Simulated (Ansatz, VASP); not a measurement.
One calculation of Bi3S, two programs

```
Bi S
1.0
     3.65189    0.00000    0.00000
     0.00000    3.65189    0.00000
     0.00000    0.00000    8.19650
Bi S
3 1
Direct
  0.00000 0.00000 0.70778
  0.00000 0.00000 0.29222
  0.50000 0.50000 0.00000
  0.50000 0.50000 0.50000
```

Change from the starting cell: species swapped into the MnFe3 type (P4/mmm, No. 123).

Alike in both runs: functional PBE; k mesh 4 × 4 × 2; occupations gaussian, width 0.1 eV; no spin polarisation.

Ansatz relaxed the structure, and its values are those at the end. VASP's run is a single point on that final structure, the one shown.

```csv
,VASP,Ansatz
version,VASP 6.6.1,Ansatz 0.2.0
potentials or method,"VASP PAW PBE potentials, release 64 (Bi_d, S), cutoff 520 eV","scalar-relativistic, plane waves, PAW"
valence electrons in the cell,51,51
```

Ansatz gave:

| Quantity | Value |
| --- | --- |
| gap on the k mesh at the Fermi level (eV) | none |
| pressure (GPa) | 0.0 |

Problem. What did VASP give for the same quantities?

Solution. gap on the k mesh at the Fermi level (eV): none; pressure (GPa): -0.1.

A gap of «none» marks a metal or a gap that the smearing closes.

The k mesh is coarse, so the values compare programs but aren't converged. Spin-orbit coupling is off throughout.
